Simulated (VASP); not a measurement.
AlN:

```xyz
2
Lattice="0.0000 1.9690 1.9690 1.9690 0.0000 1.9690 1.9690 1.9690 0.0000" Properties=species:S:1:pos:R:3 pbc="T T T"
Al    0.0000    0.0000    0.0000
N     1.9690    1.9690    1.9690
```

| Property | Result |
| --- | --- |
| Program | VASP 6.6.1 |
| Task | relaxation of cell and atoms |
| Functional | LDA |
| Potentials or basis | VASP PAW LDA potentials, release 64 (Al, N) |
| Cutoff | 600 eV |
| k mesh | 8 × 8 × 8 |
| Occupations | methfessel-paxton, width 0.1 eV |
| Spin | no spin polarisation |

At the start: pressure 17.7 GPa; volume 7.63 Å³/atom.

Where does the relaxation end?

Over 3 steps the energy falls by 23.7 meV/atom and the volume is 8.09 Å³/atom (+6.0 %); space group Fm-3m (No. 225, to 0.05 Å).

Step by step:
```
step  energy change (eV)  largest force (eV/Å)  pressure (GPa)  volume (Å³)
   1              0.0000                0.0000           17.72        15.27
   2              0.0051                0.0000          -15.28        17.21
   3             -0.0474                0.0000           -0.18        16.18
```

Final structure:
```
Al N
1.0
     0.00000    2.00733    2.00733
     2.00733    0.00000    2.00733
     2.00733    2.00733    0.00000
Al N
1 1
Cartesian
  0.0000 0.0000 0.0000
  2.0073 2.0073 2.0073
```
